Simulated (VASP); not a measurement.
# BaTiO3 (R3m) in VASP: a series of runs, part 2 of 2

VASP 6.6.1.

### Step 5. Single point, r2SCAN (12.64 Å³/atom)

This run uses another cell than the first one, of 12.64 Å³/atom.

The input, POSCAR:

```
BaTiO3
1.0
    2.8135793279      1.6244207824      2.3042069099
   -2.8135793279      1.6244207824      2.3042069099
    0.0000000000     -3.2488415648      2.3042069098
Ba Ti O
1 1 3
Direct
   -0.0012714832     -0.0012714832     -0.0012714832
    0.4876653681      0.4876653681      0.4876653681
    0.5087818074      0.5087818074      0.0152425002
    0.0152425002      0.5087818074      0.5087818074
    0.5087818074      0.0152425002      0.5087818074
```

The input, INCAR.step1:

```
SYSTEM = BaTiO3
PREC     = Accurate       ! precision mode
ENCUT    = 520            ! plane-wave cutoff, eV
ISMEAR   = 0              ! smearing method
SIGMA    = 0.02           ! smearing width, eV
LREAL    = .False.        ! projectors in reciprocal space
LASPH    = .True.         ! aspherical terms in the spheres
NELM     = 80             ! most SCF steps
NBANDS   = 28             ! bands
GGA      = PE             ! functional
ALGO     = Normal         ! electronic algorithm
EDIFF    = 1E-4           ! SCF threshold, eV
LWAVE    = .True.         ! write WAVECAR
LCHARG   = .False.        ! write CHGCAR
```

The input, INCAR.step2:

```
SYSTEM = BaTiO3
PREC     = Accurate       ! precision mode
ENCUT    = 520            ! plane-wave cutoff, eV
EDIFF    = 1E-6           ! SCF threshold, eV
ISMEAR   = 0              ! smearing method
SIGMA    = 0.02           ! smearing width, eV
LREAL    = .False.        ! projectors in reciprocal space
LASPH    = .True.         ! aspherical terms in the spheres
NELM     = 80             ! most SCF steps
ALGO     = Normal         ! electronic algorithm
ISIF     = 2              ! what is computed and relaxed
LWAVE    = .False.        ! write WAVECAR
LCHARG   = .False.        ! write CHGCAR
METAGGA  = R2SCAN         ! meta-GGA
LMIXTAU  = .True.       
NBANDS   = 28             ! bands
ISTART   = 1
```

The input, KPOINTS:

```
regular mesh
0
Gamma
  6 6 6
  0 0 0
```

Potentials or basis: VASP PAW PBE potentials, release 64 (Ba_sv, Ti_sv, O).

On the command line:

```
cat potpaw_PBE.64/Ba_sv/POTCAR potpaw_PBE.64/Ti_sv/POTCAR potpaw_PBE.64/O/POTCAR > POTCAR
cp INCAR.step1 INCAR
mpirun -np 1 vasp_std > vasp.out
cp INCAR.step2 INCAR
mpirun -np 1 vasp_std > vasp.out
```

OUTCAR:

```text
SYSTEM = BaTiO3
   PREC = Accurate
   ENCUT = 520
   EDIFF = 1E-6
   ISMEAR = 0
   LREAL = .False.
   LASPH = .True.
   NELM = 80
   ISIF = 2
   METAGGA = R2SCAN
   ISTART = 1

 ion  position               nearest neighbor table
   1  0.999  0.999  0.999-   4 2.76   5 2.76   3 2.76   3 2.81   3 2.81   5 2.81   4 2.81   4 2.81
                             5 2.81   4 2.88   5 2.88   3 2.88   2 3.38   2 3.42   2 3.42   2 3.42
   2  0.488  0.488  0.488-   4 1.89   5 1.89   3 1.89   3 2.11   4 2.11   5 2.11   1 3.38   1 3.42
[... 954 lines left out ...]
  -------------------------------------------------------------------------------------
  Total        2.3694440      2.3694440      2.3359544      0.0000000      0.0000000      0.0000000
  in kB       60.0795420     60.0795420     59.2303789      0.0000000      0.0000000      0.0000000
  external PRESSURE =      59.7964877 kB  Pullay stress =       0.0000000 kB

 VOLUME and BASIS-vectors are now :
 -----------------------------------------------------------------------------
  energy-cutoff  :      520.00
  volume of cell :       63.19
      direct lattice vectors                 reciprocal lattice vectors
     2.813579328  1.624420782  2.304206910     0.177709580  0.102600674  0.144662935
    -2.813579328  1.624420782  2.304206910    -0.177709580  0.102600674  0.144662935
     0.000000000 -3.248841565  2.304206910     0.000000000 -0.205201347  0.144662935

 POSITION                                       TOTAL-FORCE (eV/Angst)
 -----------------------------------------------------------------------------------
      0.00000      0.00000      6.90383        -0.000000      0.000000      0.025964
      0.00000      0.00000      3.37105        -0.000000      0.000000      0.146912
      0.00000      1.60343      2.37980        -0.000000      0.062007     -0.057625
     -1.38861     -0.80172      2.37980        -0.053700     -0.031004     -0.057625
      1.38861     -0.80172      2.37980         0.053700     -0.031004     -0.057625
 -----------------------------------------------------------------------------------
    total drift:                               -0.000000     -0.000001     -0.005294

  FREE ENERGIE OF THE ION-ELECTRON SYSTEM (eV)
  ---------------------------------------------------
  free  energy   TOTEN  =       -74.2286249890 eV

  energy  without entropy=      -74.2286249890  energy(sigma->0) =      -74.22862499
```

OSZICAR.step1:

```text
N       E                     dE             d eps       ncg     rms          rms(c)
DAV:   1     0.437026815664E+03    0.43703E+03   -0.21019E+04  1792   0.156E+03
DAV:   2    -0.394313605029E+01   -0.44097E+03   -0.42013E+03  2068   0.431E+02
DAV:   3    -0.484360635532E+02   -0.44493E+02   -0.44060E+02  2536   0.134E+02
DAV:   4    -0.505286655627E+02   -0.20926E+01   -0.20886E+01  2672   0.250E+01
DAV:   5    -0.505875391548E+02   -0.58874E-01   -0.58863E-01  2380   0.327E+00    0.239E+01
DAV:   6    -0.400713759042E+02    0.10516E+02   -0.55313E+01  2604   0.686E+01    0.996E+00
DAV:   7    -0.400918019553E+02   -0.20426E-01   -0.10346E+01  2408   0.238E+01    0.726E+00
DAV:   8    -0.399321165786E+02    0.15969E+00   -0.65424E-01  2240   0.746E+00    0.355E+00
DAV:   9    -0.399678914859E+02   -0.35775E-01   -0.29514E-01  2576   0.452E+00    0.141E+00
DAV:  10    -0.399489801114E+02    0.18911E-01   -0.12210E-01  2016   0.380E+00    0.473E-01
DAV:  11    -0.399470589061E+02    0.19212E-02   -0.11646E-02  2364   0.701E-01    0.109E-01
DAV:  12    -0.399473207057E+02   -0.26180E-03   -0.18109E-03  2452   0.383E-01    0.155E-01
DAV:  13    -0.399470065656E+02    0.31414E-03   -0.10391E-03  2036   0.343E-01    0.858E-03
DAV:  14    -0.399470106517E+02   -0.40861E-05   -0.35892E-05  1256   0.415E-02
   1 F= -.39947011E+02 E0= -.39947011E+02  d E =-.124946E-54
```

Wall time 5.8 min (1 thread of Intel Xeon 8259CL, shared host); peak memory 0.21 GiB.

Results:

| Item | Value |
| --- | --- |
| Free energy | -74.2286 eV |
| Pressure | 6.0 GPa |
| Largest force | 0.147 eV/Å |
| Band gap on the k mesh | 2.65 eV (least direct gap 2.99 eV) |

Forces in eV/Å, atoms in the order of the input:
```
Ba   0.000  0.000  0.026
Ti   0.000  0.000  0.147
O    0.000  0.062 -0.058
O   -0.054 -0.031 -0.058
O    0.054 -0.031 -0.058
```

Levels at points of the mesh, in eV from the valence-band top:
```tsv
k point	band 18	band 19	band 20	band 21	band 22	band 23
(0.00, 0.00, 0.00)	-0.43	-0.34	-0.34	2.65	2.65	2.76
(0.50, 0.00, 0.00)	-1.67	-0.93	-0.84	2.82	4.16	4.24
(0.50, 0.50, 0.00)	-0.89	-0.86	-0.09	4.22	4.23	4.61
(0.50, 0.50, 0.50)	-0.01	-0.01	0.00	4.77	4.89	4.89
```

Caveat: the cell stands under pressure; the PAW data sets were made with another functional, which shifts forces and pressure a little; spin-orbit coupling is left out, which moves the levels of the heavy elements.

### Step 6. The runs side by side

| cell | gap on the mesh (eV) | pressure (GPa) | largest force (eV/Å) |
| --- | --- | --- | --- |
| a = 3.856 Å, 5 atoms, atomic positions A | 2.39 | 27.2 | 0.01 |
| a = 3.899 Å, 5 atoms, atomic positions A | 2.32 | 17.9 | 0.01 |
| a = 3.942 Å, 5 atoms, atomic positions B | 2.45 | 11.1 | 0.10 |
| a = 3.983 Å, angles 89.9°, 5 atoms, atomic positions C | 2.65 | 6.0 | 0.15 |

Alike in all rows: task single point; level r2SCAN; potentials or basis VASP PAW PBE potentials, release 64 (Ba_sv, Ti_sv, O); no spin polarisation; k mesh 6 × 6 × 6; cutoff (eV) 520; smearing gaussian 0.02 eV.

Caveats: the cell stands under pressure; the PAW data sets were made with another functional, which shifts forces and pressure a little; spin-orbit coupling is left out, which moves the levels of the heavy elements.

Total energies depend on the potentials used, so only differences within one code and one set of settings carry meaning.
